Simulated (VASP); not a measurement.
Input of a VASP 6.6.1 run:

Contents of INCAR:

```
  PREC = Accurate
  ENCUT = 520
  EDIFF = 1E-6
  ISMEAR = -1
  SIGMA = 0.05
  LREAL = F
  LASPH = T
  NELM = 100
  ALGO = Normal
  ISIF = 2
  LWAVE = F
  LCHARG = T
  GGA = CA
  LELF = T
  LVHAR = T
  NBANDS = 28
```

KPOINTS

```
Automatic mesh
0
Gamma
  8 8 5
```

The input POSCAR:

```
La2O3
1.0
    3.8826337185      0.0000000000      0.0000000000
   -1.9413168593      3.3624594338      0.0000000000
    0.0000000000      0.0000000000      5.9517238263
La O
2 3
Direct
    0.3333333333      0.6666666667      0.2440049268
    0.6666666667      0.3333333333      0.7559950732
    0.0000000000      0.0000000000      0.0000000000
    0.3333333333      0.6666666667      0.6465213424
    0.6666666667      0.3333333333      0.3534786576
```

Potentials or basis: VASP PAW LDA potentials, release 64 (La, O).

Command:

```sh
$ cat potpaw_LDA.64/La/POTCAR potpaw_LDA.64/O/POTCAR > POTCAR
$ mpirun -np 1 vasp_std > vasp.out
```

Estimate the largest force.

0.013 eV/Å.

What does it give for the band gap on the k mesh?

3.79 eV, indirect (least direct gap 3.91 eV).

What does it give for the pressure?

0.0 GPa.

Forces in eV/Å, atoms in the order of the input:
```
La   0.000  0.000 -0.013
La   0.000  0.000  0.013
O    0.000  0.000  0.000
O    0.000  0.000  0.002
O    0.000  0.000 -0.002
```

Caveat: spin-orbit coupling is left out, which moves the levels of the heavy elements. A k mesh can miss the band edges.
